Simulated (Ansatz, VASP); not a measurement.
Si2Ni: VASP beside Ansatz

```
Ni Si
1.0
     0.00000    2.70300    2.70300
     2.70300    0.00000    2.70300
     2.70300    2.70300    0.00000
Ni Si
1 2
Direct
  0.00000 0.00000 0.00000
  0.75000 0.75000 0.75000
  0.25000 0.25000 0.25000
```

Alike in both runs: functional BLYP; k mesh 5 × 5 × 5; occupations fermi-dirac, width 0.05 eV; collinear spin.

```csv
,VASP,Ansatz
version,VASP 6.6.1,Ansatz 0.2.0
potentials or method,"VASP PAW PBE potentials, release 64 (Ni_sv_GW, Si)",Ansatz PAW
plane-wave cutoff (eV),590,420
valence electrons in the cell,26,26
task,single point,band structure
```

```csv
,VASP,Ansatz,Ansatz less VASP
gap on the k mesh at the Fermi level (eV),none,none,-
pressure (GPa),10.5,10.8,+0.35
net moment per atom (μB),0.00,0.00,-0.001
```

VASP's potentials were made for PBE, not for BLYP. A gap of «none» marks a metal or a gap that the smearing closes. The functional is the same, so the differences come from potentials, cutoffs and numerics.

The k mesh is coarse, so the values compare programs but aren't converged.
